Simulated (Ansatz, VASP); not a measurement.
# GaO3: VASP beside Ansatz

```
Ga O
1.0
     3.81530    0.00000    0.00000
     0.00000    3.81530    0.00000
     0.00000    0.00000    3.81530
Ga O
1 3
Direct
  0.00000 0.00000 0.00000
  0.50000 0.00000 0.00000
  0.00000 0.50000 0.00000
  0.00000 0.00000 0.50000
```

Change from the starting cell: species swapped into the ScF3 type (Pm-3m, No. 221).

Alike in both runs: task single point; functional PBE; k mesh 4 × 4 × 4; occupations gaussian, width 0.1 eV; collinear spin.

|  | VASP | Ansatz |
| --- | --- | --- |
| version | VASP 6.6.1 | Ansatz 0.2.0 |
| potentials or method | VASP PAW PBE potentials, release 64 (Ga_d, O), cutoff 520 eV | scalar-relativistic, plane waves, PAW |
| valence electrons in the cell | 31 | 31 |

Ansatz gave:

```
gap on the k mesh at the Fermi level (eV)                     : none
pressure (GPa)                                                : 6.6
net moment per atom (μB)                                      : 0.75
size of the moment on the site where the two differ most (μB) : 0.00
```

Q: What did VASP give for the same quantities?

A: gap on the k mesh at the Fermi level (eV): none; pressure (GPa): 6.9; net moment per atom (μB): 0.75; size of the moment on the site where the two differ most (μB): 0.05.

Site moments also hang on the region over which each program counts them. A gap of «none» marks a metal or a gap that the smearing closes.

The k mesh is coarse, so the values compare programs but aren't converged.
